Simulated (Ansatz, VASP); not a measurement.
TiSi6Mo in VASP and in Ansatz

```
Ti Si Mo
1.0
     0.00025    3.44007    0.00032
     3.90507   -0.00005    0.01844
    -0.04028   -1.72081   -8.72875
Ti Si Mo
1 6 1
Direct
  0.07728 0.00107 0.15457
  0.68862 0.03980 0.37712
  0.82468 0.98560 0.64947
  0.31336 0.43708 0.62686
  0.18074 0.51862 0.36133
  0.45402 0.00485 0.90805
  0.54181 0.50150 0.08364
  0.91949 0.51147 0.83896
```

Change from the starting cell: cell x1, atoms moved at random (sigma 0.05 Å) and cell strained at random (1.5 %), then relaxed without symmetry.

Alike in both runs: functional PBE; k mesh 6 × 6 × 6; occupations gaussian, width 0.2 eV; no spin polarisation.

Ansatz relaxed the structure, and its values are those at the end. VASP's run is a single point on that final structure, the one shown.

```csv
,VASP,Ansatz
version,VASP 6.6.1,Ansatz 0.2.0
potentials or method,"VASP PAW PBE potentials, release 64 (Ti_sv, Si, Mo_sv), cutoff 520 eV","scalar-relativistic, plane waves, PAW"
valence electrons in the cell,50,50
```

Ansatz gave:

| Quantity | Value |
| --- | --- |
| gap on the k mesh at the Fermi level (eV) | none |
| pressure (GPa) | 0.0 |
| rms of the force components (eV/Å) | 0.004 |

Problem. What did VASP give for the same quantities?

Solution. gap on the k mesh at the Fermi level (eV): none; pressure (GPa): 0.0; rms of the force components (eV/Å): 0.008.

A gap of «none» marks a metal or a gap that the smearing closes.
